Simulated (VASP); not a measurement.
# LiNbO3 (R3c) in VASP: notebook

The runs below take LiNbO3 through single point, with r2SCAN.

All numbers are computed with VASP 6.6.1; they aren't measurements. Logs are shortened: lines on timing, memory, paths and dates and some standing lists are left out, and cuts for length are marked.

## Step 1: The cell of the first run

It takes space group R3c (No. 161, trigonal). Conventional cell: a = 5.131 Å, b = 5.131 Å, c = 13.953 Å, α = 90.00°, β = 90.00°, γ = 120.00°. Li (site symmetry 3) has 6 O at 2.05 to 2.24 Å within 2.7 Å. Nb (site symmetry 3) has 6 O at 1.88 to 2.14 Å within 2.5 Å. Within 2.5 Å of O (site symmetry 1) lie 2 Nb at 1.88 to 2.14 Å and 2 Li at 2.05 to 2.24 Å.

## Step 2: Single point, r2SCAN

POSCAR

```
LiNbO3
1.0
    2.5656047924      1.4812526175      4.6509680489
   -2.5656047924      1.4812526175      4.6509680489
    0.0000000000     -2.9625052351      4.6509680489
Li Nb O
2 2 6
Direct
    0.3022921997      0.3022921997      0.3022921997
    0.8022921997      0.8022921997      0.8022921997
    0.0199892043      0.0199892043      0.0199892043
    0.5199892043      0.5199892043      0.5199892043
    0.1276680949      0.3817326523      0.7395178487
    0.7395178487      0.1276680949      0.3817326523
    0.3817326523      0.7395178487      0.1276680949
    0.2395178487      0.8817326523      0.6276680949
    0.8817326523      0.6276680949      0.2395178487
    0.6276680949      0.2395178487      0.8817326523
```

INCAR.step1

```
SYSTEM = LiNbO3
  PREC = Accurate
  ENCUT = 520
  ISMEAR = 0
  SIGMA = 0.01
  LREAL = .FALSE.
  LASPH = .TRUE.
  NELM = 60
  NBANDS = 45
  GGA = PE
  ALGO = Normal
  EDIFF = 1E-4
  LWAVE = .TRUE.
  LCHARG = .FALSE.
```

INCAR.step2

```
SYSTEM = LiNbO3
  PREC = Accurate
  ENCUT = 520
  EDIFF = 1E-6
  ISMEAR = 0
  SIGMA = 0.01
  LREAL = .FALSE.
  LASPH = .TRUE.
  NELM = 60
  ALGO = Normal
  ISIF = 2
  LWAVE = .FALSE.
  LCHARG = .TRUE.
  METAGGA = R2SCAN
  LMIXTAU = .TRUE.
  LELF = .TRUE.
  LVHAR = .TRUE.
  NBANDS = 45
  ISTART = 1
```

KPOINTS

```
regular mesh
0
G
  4 4 4
  0 0 0
```

Potentials or basis: VASP PAW PBE potentials, release 64 (Li_sv, Nb_sv, O).

On the command line:

```sh
cat potpaw_PBE.64/Li_sv/POTCAR potpaw_PBE.64/Nb_sv/POTCAR potpaw_PBE.64/O/POTCAR > POTCAR
cp INCAR.step1 INCAR
mpirun -np 1 vasp_std > vasp.out
cp INCAR.step2 INCAR
mpirun -np 1 vasp_std > vasp.out
```

OUTCAR:

```text
SYSTEM = LiNbO3
   PREC = Accurate
   ENCUT = 520
   EDIFF = 1E-6
   ISMEAR = 0
   LREAL = .FALSE.
   LASPH = .TRUE.
   NELM = 60
   ISIF = 2
   METAGGA = R2SCAN
   ISTART = 1

 ion  position               nearest neighbor table
   1  0.302  0.302  0.302-   9 2.05   8 2.05  10 2.05   7 2.24   6 2.24   5 2.24
   2  0.802  0.802  0.802-   5 2.05   7 2.05   6 2.05   8 2.24  10 2.24   9 2.24
   3  0.020  0.020  0.020-   5 1.88   7 1.88   6 1.88   9 2.14  10 2.14   8 2.14
   4  0.520  0.520  0.520-   9 1.88   8 1.88  10 1.88   5 2.14   6 2.14   7 2.14
   5  0.128  0.382  0.740-   3 1.88   2 2.05   4 2.14   1 2.24
   6  0.740  0.128  0.382-   3 1.88   2 2.05   4 2.14   1 2.24
   7  0.382  0.740  0.128-   3 1.88   2 2.05   4 2.14   1 2.24
   8  0.240  0.882  0.628-   4 1.88   1 2.05   3 2.14   2 2.24
   9  0.882  0.628  0.240-   4 1.88   1 2.05   3 2.14   2 2.24
  10  0.628  0.240  0.882-   4 1.88   1 2.05   3 2.14   2 2.24

  LATTYP: Found a trigonal (rhomboedric) cell.
 ALAT       =     5.5143395851
 COS(alpha) =     0.5670651993

  Lattice vectors:

 A1 = (   2.5656047924,   1.4812526175,   4.6509680489)
 A2 = (  -2.5656047924,   1.4812526175,   4.6509680489)
 A3 = (   0.0000000000,  -2.9625052351,   4.6509680489)

Analysis of symmetry for initial positions (statically):
=====================================================================
 Subroutine PRICEL returns:
 Original cell was already a primitive cell.

 Routine SETGRP: Setting up the symmetry group for a
 trigonal (rhombohedral) supercell.

 Subroutine GETGRP returns: Found  6 space group operations
 (whereof  3 operations were pure point group operations)
 out of a pool of 12 trial point group operations.

The static configuration has the point symmetry C_3 .
 The point group associated with its full space group is C_3v.

Analysis of symmetry for dynamics (positions and initial velocities):
=====================================================================
 Subroutine PRICEL returns:
 Original cell was already a primitive cell.

 Routine SETGRP: Setting up the symmetry group for a
 trigonal (rhombohedral) supercell.

 Subroutine GETGRP returns: Found  6 space group operations
 (whereof  3 operations were pure point group operations)
 out of a pool of 12 trial point group operations.

The dynamic configuration has the point symmetry C_3 .
 The point group associated with its full space group is C_3v.

 Subroutine INISYM returns: Found  6 space group operations
 (whereof  3 operations are pure point group operations),
 and found     1 'primitive' translations

----------------------------------------------------------------------------------------

                                     Primitive cell

  volume of cell :     106.0507

  direct lattice vectors                    reciprocal lattice vectors
     2.565604792  1.481252618  4.650968049     0.194885822  0.112517382  0.071669667
    -2.565604792  1.481252618  4.650968049    -0.194885822  0.112517382  0.071669667
     0.000000000 -2.962505235  4.650968049     0.000000000 -0.225034764  0.071669667

  length of vectors
     5.514339585  5.514339585  5.514339585     0.236171942  0.236171942  0.236171942

  position of ions in fractional coordinates (direct lattice)
     0.302292200  0.302292200  0.302292200
     0.802292200  0.802292200  0.802292200
     0.019989204  0.019989204  0.019989204
     0.519989204  0.519989204  0.519989204
     0.127668095  0.381732652  0.739517849
     0.739517849  0.127668095  0.381732652
     0.381732652  0.739517849  0.127668095
     0.239517849  0.881732652  0.627668095
     0.881732652  0.627668095  0.239517849
     0.627668095  0.239517849  0.881732652

  ion indices of the primitive-cell ions
   primitive index   ion index
                 1           1
                 2           2
                 3           3
                 4           4
                 5           5
                 6           6
                 7           7
                 8           8
                 9           9
                10          10

----------------------------------------------------------------------------------------

 KPOINTS: regular mesh

Automatic generation of k-mesh.
 Grid dimensions read from file:
 generate k-points for:    4    4    4

 Generating k-lattice:

  Cartesian coordinates                     Fractional coordinates (reciprocal lattice)
     0.048721456  0.028129346  0.017917417     0.250000000 -0.000000000  0.000000000
    -0.048721456  0.028129346  0.017917417    -0.000000000  0.250000000  0.000000000
     0.000000000 -0.056258691  0.017917417    -0.000000000 -0.000000000  0.250000000

  Length of vectors
     0.059042986  0.059042986  0.059042986

  Shift w.r.t. Gamma in fractional coordinates (k-lattice)
     0.000000000  0.000000000  0.000000000

 Subroutine IBZKPT returns following result:
 ===========================================

 Found     13 irreducible k-points:

 Following reciprocal coordinates:
            Coordinates               Weight
  0.000000  0.000000  0.000000      1.000000
  0.250000 -0.000000  0.000000      6.000000
  0.500000 -0.000000  0.000000      3.000000
  0.250000  0.250000 -0.000000      6.000000
  0.500000  0.250000  0.000000     12.000000
 -0.250000  0.250000  0.000000      6.000000
  0.500000  0.500000 -0.000000      3.000000
  0.250000  0.250000  0.250000      2.000000
  0.500000  0.250000  0.250000      6.000000
 -0.250000  0.250000  0.250000      6.000000
  0.500000  0.500000  0.250000      6.000000
 -0.250000  0.500000  0.250000      6.000000
  0.500000  0.500000  0.500000      1.000000
   k-points           NKPTS =     13   k-points in BZ     NKDIM =     13   number of bands    NBANDS=     45
   number of dos      NEDOS =    301   number of ions     NIONS =     10
   total plane-waves  NPLWV =  74088
   dimension x,y,z NGX =    42 NGY =   42 NGZ =   42
   dimension x,y,z NGXF=    84 NGYF=   84 NGZF=   84
   ions per type =               2   2   6
   NGX,Y,Z   is equivalent  to a cutoff of  12.66, 12.66, 12.66 a.u.
   NGXF,Y,Z  is equivalent  to a cutoff of  25.32, 25.32, 25.32 a.u.
 SYSTEM =  LiNbO3
   PREC   = accura    normal or accurate (medium, high low for compatibility)
   ISTART =      1    job   : 0-new  1-cont  2-samecut
   ICHARG =      0    charge: 1-file 2-atom 10-const
   ISPIN  =      1    spin polarized calculation?
   LNONCOLLINEAR =      F non collinear calculations
   LSORBIT =      F    spin-orbit coupling
   LASPH  =      T    aspherical Exc in radial PAW
   ENCUT  =  520.0 eV  38.22 Ry    6.18 a.u.  10.25 10.25 10.25*2*pi/ulx,y,z
   NELM   =     60;   NELMIN=  2; NELMDL=  0     # of ELM steps
   EDIFF  = 0.1E-05   stopping-criterion for ELM
   LREAL  =      F    real-space projection
   EDIFFG = 0.1E-04   stopping-criterion for IOM
   NSW    =      0    number of steps for IOM
   IBRION =     -1    ionic relax: 0-MD 1-quasi-New 2-CG
   NFREE  =      0    steps in history (QN), initial steepest desc. (CG)
   ISIF   =      2    stress and relaxation
   ISYM   =      2    0-nonsym 1-usesym 2-fastsym
   POTIM  = 0.5000    time-step for ionic-motion
   TEBEG  =    0.0;   TEEND  =   0.0 temperature during run
   PSTRESS=    0.0 pullay stress
   NELECT =      68.0000    total number of electrons
   NUPDOWN=      -1.0000    fix difference up-down
   EMIN   =  10.00;   EMAX   =-10.00  energy-range for DOS
   EFERMI =   0.00;   METHOD = LEGACY
   ISMEAR =     0;   SIGMA  =   0.01  broadening in eV -4-tet -1-fermi 0-gaus
   EFERMI_NEDOS =   21; number of points for ismear=-14 and -15
   IALGO  =     38    algorithm
   IMIX   =      4    mixing-type and parameters
     AMIX     =   0.40;   BMIX     =  1.00
     AMIX_MAG =   1.60;   BMIX_MAG =  1.00
  volume/ion in A,a.u.               =      10.61        71.57
  Fermi-wavevector in a.u.,A,eV,Ry     =   1.411692  2.667711 27.114703  1.992874
  Thomas-Fermi vector in A             =   2.533517
   LORBIT       =      0    0 simple, 1 ext, 2 COOP (PROOUT), +10 PAW based schemes
   METAGGA = R2SCAN    functional components
   LHFCALC =     F    Hartree Fock is set to
   AEXX    =    0.0000 exact exchange contribution
   IVDW    =     0    specifies the selected vdW correction
   LEPSILON=     F    determine dielectric tensor
   LRPA    =     F    only Hartree local field effects (RPA)
 non-spin polarized calculation
 Gauss-broadening in eV      SIGMA  =   0.01
  energy-cutoff  :      520.00
  volume of cell :      106.05
 maximum number of plane-waves:      2898
 NGX is ok and might be reduce to    42
   NGX = 21   NGY = 21   NGZ = 21

 number of electron      68.0000010 magnetization

 Free energy of the ion-electron system (eV)
  ---------------------------------------------------
  ext. energy  EPLUGINS =         0.00000000
  ---------------------------------------------------
  free energy    TOTEN  =      -118.64663465 eV

  energy without entropy =     -118.64663465  energy(sigma->0) =     -118.64663465

 E-fermi :   3.3450     XC(G=0): -11.4961

 val. band max:        3.1676362718   @ k =   0.0000   0.0000   0.0000
 cond. band min:       7.1891368344   @ k =   0.5000   0.2500   0.0000
 fundamental gap:      4.0215005626
 Fermi energy:         3.3449591717

 k-point     1 :       0.0000    0.0000    0.0000
  band No.  band energies     occupation
      1     -52.7033      2.00000
      2     -52.6865      2.00000
      3     -40.6329      2.00000
      4     -40.6303      2.00000
      5     -28.2895      2.00000
      6     -28.2895      2.00000
[... 37 lines left out ...]
     44      13.6583      0.00000
     45      13.6583      0.00000

 k-point     2 :       0.2500   -0.0000    0.0000
  band No.  band energies     occupation
      1     -52.7008      2.00000
      2     -52.6890      2.00000
      3     -40.6326      2.00000
      4     -40.6307      2.00000
      5     -28.2683      2.00000
      6     -28.2652      2.00000
[... 520 lines left out ...]
 k-point    13 :       0.5000    0.5000    0.5000
  band No.  band energies     occupation
      1     -52.6949      2.00000
      2     -52.6949      2.00000
      3     -40.6317      2.00000
      4     -40.6317      2.00000
      5     -28.2036      2.00000
      6     -28.2036      2.00000
[... 37 lines left out ...]
     44      12.2790      0.00000
     45      13.1874      0.00000

------------------------ aborting loop because EDIFF is reached ----------------------------------------

  FORCE on cell =-STRESS in cart. coord.  units (eV):
  Direction    XX          YY          ZZ          XY          YZ          ZX
  --------------------------------------------------------------------------------------
  -------------------------------------------------------------------------------------
  Total       -0.1096676     -0.1096676     -0.7749371      0.0000000      0.0000000      0.0000000
  in kB       -1.6568208     -1.6568208    -11.7074833      0.0000000      0.0000000      0.0000000
  external PRESSURE =      -5.0070416 kB  Pullay stress =       0.0000000 kB

 VOLUME and BASIS-vectors are now :
 -----------------------------------------------------------------------------
  energy-cutoff  :      520.00
  volume of cell :      106.05
      direct lattice vectors                 reciprocal lattice vectors
     2.565604792  1.481252618  4.650968049     0.194885822  0.112517382  0.071669667
    -2.565604792  1.481252618  4.650968049    -0.194885822  0.112517382  0.071669667
     0.000000000 -2.962505235  4.650968049     0.000000000 -0.225034764  0.071669667

 POSITION                                       TOTAL-FORCE (eV/Angst)
 -----------------------------------------------------------------------------------
      0.00000     -0.00000      4.21785        -0.000000     -0.000000      0.035700
      0.00000     -0.00000     11.19431        -0.000000     -0.000000      0.035700
      0.00000     -0.00000      0.27891        -0.000000      0.000000     -0.035738
      0.00000     -0.00000      7.25536        -0.000000      0.000000     -0.035738
     -0.65183     -1.43627      5.80868        -0.009964      0.014719      0.000013
      1.56976      0.15364      5.80868        -0.007765     -0.015988      0.000013
     -0.91794      1.28264      5.80868         0.017729      0.001269      0.000013
     -1.64767     -0.19861      8.13416        -0.017729      0.001269      0.000013
      0.65183      1.52623      8.13416         0.009964      0.014719      0.000013
      0.99584     -1.32762      8.13416         0.007765     -0.015988      0.000013
 -----------------------------------------------------------------------------------
    total drift:                                0.000000      0.000001      0.056245

  FREE ENERGIE OF THE ION-ELECTRON SYSTEM (eV)
  ---------------------------------------------------
  free  energy   TOTEN  =      -118.6466346492 eV

  energy  without entropy=     -118.6466346492  energy(sigma->0) =     -118.64663465
```

It took 3.1 min on 1 thread of Intel Xeon 6975P-C (Granite Rapids), shared host; peak memory 0.3 GiB.

Results:

```
Free energy            : -118.6466 eV
Largest force          : 0.036 eV/Å
Band gap on the k mesh : 4.02 eV, indirect (least direct gap 4.06 eV)
```

Forces on the atoms (eV/Å):
```
Li   0.000  0.000  0.036
Li   0.000  0.000  0.036
Nb   0.000  0.000 -0.036
Nb   0.000  0.000 -0.036
O   -0.010  0.015  0.000
O   -0.008 -0.016  0.000
O    0.018  0.001  0.000
O   -0.018  0.001  0.000
O    0.010  0.015  0.000
O    0.008 -0.016  0.000
```

Levels at points of the mesh, in eV from the valence-band top:
```csv
k point,band 32,band 33,band 34,band 35,band 36,band 37
"(0.00, 0.00, 0.00)",-0.51,0.00,0.00,4.06,4.06,4.54
"(0.50, 0.00, 0.00)",-0.29,-0.20,-0.20,4.30,4.30,5.16
"(0.50, 0.50, 0.00)",-0.66,-0.48,-0.19,4.14,4.57,5.03
"(0.50, 0.50, 0.50)",-0.30,-0.30,-0.30,5.10,5.10,5.28
```

Caveat: the cutoff is under 1.25 times the usual one of these potentials, so pressure, stress and relaxed cells hold a basis-set (Pulay) error; the PAW data sets were made with another functional, which shifts forces and pressure a little. A k mesh can miss the band edges.

## Step 3: Single point, r2SCAN

POSCAR

```
LiNbO3
1.0
    2.5756485575      1.4870513880      4.6218000000
   -2.5756485575      1.4870513880      4.6218000000
    0.0000000000     -2.9741027760      4.6218000000
Li Nb O
2 2 6
Direct
    0.3021000000      0.3021000000      0.3021000000
    0.8021000000      0.8021000000      0.8021000000
    0.0192000000      0.0192000000      0.0192000000
    0.5192000000      0.5192000000      0.5192000000
    0.1311000000      0.3783000000      0.7405000000
    0.7405000000      0.1311000000      0.3783000000
    0.3783000000      0.7405000000      0.1311000000
    0.2405000000      0.8783000000      0.6311000000
    0.8783000000      0.6311000000      0.2405000000
    0.6311000000      0.2405000000      0.8783000000
```

INCAR.step1

```
SYSTEM = LiNbO3
PREC = Accurate ; ENCUT = 520
ISMEAR = 0 ; SIGMA = 0.01
LREAL = .False. ; LASPH = .True.
NELM = 60 ; NBANDS = 45
GGA = PE ; ALGO = Normal
EDIFF = 1E-4 ; LWAVE = .True.
LCHARG = .False.
```

INCAR.step2

```
SYSTEM = LiNbO3
PREC = Accurate ; ENCUT = 520
EDIFF = 1E-6 ; ISMEAR = 0
SIGMA = 0.01 ; LREAL = .False.
LASPH = .True. ; NELM = 60
ALGO = Normal ; ISIF = 2
LWAVE = .False. ; LCHARG = .False.
METAGGA = R2SCAN ; LMIXTAU = .True.
NBANDS = 45 ; ISTART = 1
```

KPOINTS

```
Automatic mesh
0
Gamma
  4 4 4
  0 0 0
```

Potentials or basis: VASP PAW PBE potentials, release 64 (Li_sv, Nb_sv, O).

On the command line:

```sh
cat potpaw_PBE.64/Li_sv/POTCAR potpaw_PBE.64/Nb_sv/POTCAR potpaw_PBE.64/O/POTCAR > POTCAR
cp INCAR.step1 INCAR
mpirun -np 1 vasp_std > vasp.out
cp INCAR.step2 INCAR
mpirun -np 1 vasp_std > vasp.out
```

Run time: 3.1 min. Hardware: 1 thread of Intel Xeon 6975P-C (Granite Rapids), shared host; peak memory 0.3 GiB.

The run converged. Its results:

```yaml
Free_energy: -118.6414 eV
Largest_force: 0.119 eV/Å
Band_gap_on_the_k_mesh: 3.98 eV, direct
```

Forces on the atoms (eV/Å):
```
Li   0.000  0.000  0.044
Li   0.000  0.000  0.044
Nb   0.000  0.000  0.043
Nb   0.000  0.000  0.043
O   -0.097  0.064 -0.029
O   -0.007 -0.116 -0.029
O    0.104  0.052 -0.029
O   -0.104  0.052 -0.029
O    0.097  0.064 -0.029
O    0.007 -0.116 -0.029
```

Levels at points of the mesh, in eV from the valence-band top:
```csv
k point,band 30,band 31,band 32,band 33,band 34,band 35,band 36,band 37,band 38,band 39
"(0.00, 0.00, 0.00)",-0.69,-0.67,-0.48,0.00,0.00,3.98,3.98,4.43,5.60,5.60
"(0.50, 0.00, 0.00)",-0.43,-0.29,-0.29,-0.21,-0.21,4.34,4.34,5.16,5.16,5.39
"(0.50, 0.50, 0.00)",-0.96,-0.70,-0.67,-0.49,-0.17,4.06,4.58,5.05,5.07,5.71
"(0.50, 0.50, 0.50)",-0.61,-0.31,-0.31,-0.31,-0.31,5.09,5.09,5.28,5.28,5.28
```

Caveat: the cutoff is under 1.25 times the usual one of these potentials, so pressure, stress and relaxed cells hold a basis-set (Pulay) error; the PAW data sets were made with another functional, which shifts forces and pressure a little.
